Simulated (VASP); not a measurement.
BaS, 2 atoms in the cell. Symmetry: I4/mmm, No. 139, tetragonal system. The conventional cell has a = 4.517 Å, b = 4.517 Å, c = 6.260 Å, α = 90.00°, β = 90.00°, γ = 90.00°. Ba (site symmetry 4/mmm) has 6 S at 3.13 to 3.19 Å within 4.1 Å. S (site symmetry 4/mmm) has 6 Ba at 3.13 to 3.19 Å within 4.1 Å.  This cell differs from its parent crystal: strain -0.0200 x Voigt [0, 0, 1, 0, 0, 0].

* Program: VASP 6.6.1
* Task: single point
* Functional: PBE
* Potentials or basis: VASP PAW PBE potentials, release 64 (Ba_sv, S)
* Cutoff: 520 eV
* k mesh: 8 × 8 × 8
* Occupations: gaussian, width 0.05 eV
* Spin: no spin polarisation
* Dipole correction: no
* Further INCAR settings: ALGO = Normal; EDIFF = 1e-07; NBANDS = 15

Potentials or basis: VASP PAW PBE potentials, release 64 (Ba_sv, S).

The run is started by

```sh
$ cat potpaw_PBE.64/Ba_sv/POTCAR potpaw_PBE.64/S/POTCAR > POTCAR
$ mpirun -np 1 vasp_std > vasp.out
```

Hardware: 1 thread of Intel(R) Xeon(R) Platinum 8488C (Sapphire Rapids) (shared host).

Problem. Estimate the wall time of this run.

Solution. It took 31 s on 1 thread of Intel(R) Xeon(R) Platinum 8488C (Sapphire Rapids) (shared host), peak memory 0.23 GiB. Counts: scf iterations 13, k points 59.
